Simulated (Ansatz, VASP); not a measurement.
**MgS: VASP beside Ansatz**

INCAR

```
ALGO = Normal
EDIFF = 1E-7
ENCUT = 520
GGA = PE
ISIF = 2
ISMEAR = 0
LASPH = True
LCHARG = False
LREAL = False
LWAVE = False
NBANDS = 11
NELM = 60
PREC = Accurate
SIGMA = 0.05
```

File KPOINTS:

```
k-points
0
Gamma
  8 8 8
```

Contents of POSCAR:

```
MgS
1.0
    0.0000000000      2.6016500000      2.4975840000
    2.6016500000      0.0000000000      2.4975840000
    2.6016500000      2.6016500000      0.0000000000
Mg S
1 1
Direct
    0.0000000000      0.0000000000      0.0000000000
    0.5000000000      0.5000000000      0.5000000000
```

Input for Ansatz:

```yaml
crystal:
  lattice:
    - [0.0, 2.60165, 2.497584]
    - [2.60165, 0.0, 2.497584]
    - [2.60165, 2.60165, 0.0]
  atoms:
    - { symbol: Mg, position: [0.0, 0.0, 0.0] }
    - { symbol: S, position: [0.5, 0.5, 0.5] }
basis:
  ecutwfc: 420
kpoints:
  mp_grid: { grid: [8, 8, 8] }
hamiltonian:
  xc: pbe
scf:
  occupations: { method: gaussian, width: 0.05 }
output:
  forces: true
  stress: true
  eigenvalues: true
```

Change from the starting cell: strain +0.000 along x and y, -0.040 along z, atoms carried along.

Alike in both runs: task single point; functional PBE; k mesh 8 × 8 × 8; occupations gaussian, width 0.05 eV; no spin polarisation.

|  | VASP | Ansatz |
| --- | --- | --- |
| version | VASP 6.6.1 | Ansatz 0.2.0 |
| potentials or method | VASP PAW PBE potentials, release 64 (Mg, S), cutoff 520 eV | scalar-relativistic, plane waves, PAW |
| valence electrons in the cell | 8 | 16 |

Ansatz gave:

* gap on the k mesh at the Fermi level (eV): 2.69
* least direct gap on the mesh (eV): 3.99
* pressure (GPa): 5.0
* traceless stress, the component that is largest in VASP (GPa): 3.80

**Question.** What did VASP give for the same quantities?

**Answer.** gap on the k mesh at the Fermi level (eV): 2.67; least direct gap on the mesh (eV): 3.98; pressure (GPa): 4.6; traceless stress, the component that is largest in VASP (GPa): 3.79.

With one functional, cell and mesh, what is left measures potentials, basis and numerics. VASP's potentials hold 8 valence electrons a cell and Ansatz's 16, so a difference there can come from the potentials and not from the codes.
